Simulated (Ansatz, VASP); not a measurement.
## Hf: VASP beside Ansatz

```xyz
2
Lattice="2.9805 0.0000 0.0000 -1.4903 2.5812 0.0000 0.0000 0.0000 5.4731" Properties=species:S:1:pos:R:3 pbc="T T T"
Hf    0.0000    1.7208    1.3683
Hf    1.4903    0.8604    4.1048
```

Alike in both runs: task single point; functional PBE; k mesh 18 × 18 × 10; occupations gaussian, width 0.15 eV; no spin polarisation.

|  | VASP | Ansatz |
| --- | --- | --- |
| version | VASP 6.6.1 | Ansatz 0.2.0 |
| potentials or method | VASP PAW PBE potentials, release 64 (Hf_pv), cutoff 500 eV | scalar-relativistic, plane waves, PAW |
| valence electrons in the cell | 20 | 52 |

Ansatz gave:

* gap on the k mesh at the Fermi level (eV): none
* pressure (GPa): 8.0
* traceless stress, the component that is largest in VASP (GPa): -10.72

Q: Which values does VASP return?

A: gap on the k mesh at the Fermi level (eV): none; pressure (GPa): 7.6; traceless stress, the component that is largest in VASP (GPa): -10.75.

A gap of «none» marks a metal or a gap that the smearing closes. With one functional, cell and mesh, what is left measures potentials, basis and numerics. VASP's potentials hold 20 valence electrons a cell and Ansatz's 52, so a difference there can come from the potentials and not from the codes.

Spin-orbit coupling is off throughout.
